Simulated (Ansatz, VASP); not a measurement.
# W: VASP beside Ansatz

```xyz
2
Lattice="2.7399 0.0000 0.0000 -1.3700 2.3728 0.0000 0.0000 0.0000 4.8814" Properties=species:S:1:pos:R:3 pbc="T T T"
W     0.0000    1.5819    1.2203
W     1.3700    0.7909    3.6610
```

Alike in both runs: task single point; functional PBE; k mesh 15 × 15 × 7; occupations fermi-dirac, width 0.1 eV; no spin polarisation.

```csv
,VASP,Ansatz
version,VASP 6.6.1,Ansatz 0.2.0
potentials or method,"VASP PAW PBE potentials, release 64 (W_sv), cutoff 520 eV","plane waves (420 eV) with PAW, scalar-relativistic"
valence electrons in the cell,28,28
```

VASP gave:

* pressure (GPa): 13.0
* traceless stress, the component that is largest in VASP (GPa): -2.03

Question: Estimate Ansatz's values.

Answer: Pressure (GPa): 12.4; traceless stress, the component that is largest in VASP (GPa): -1.89.

The functional is the same, so the differences come from potentials, cutoffs and numerics.

Neither program's run includes spin-orbit coupling.
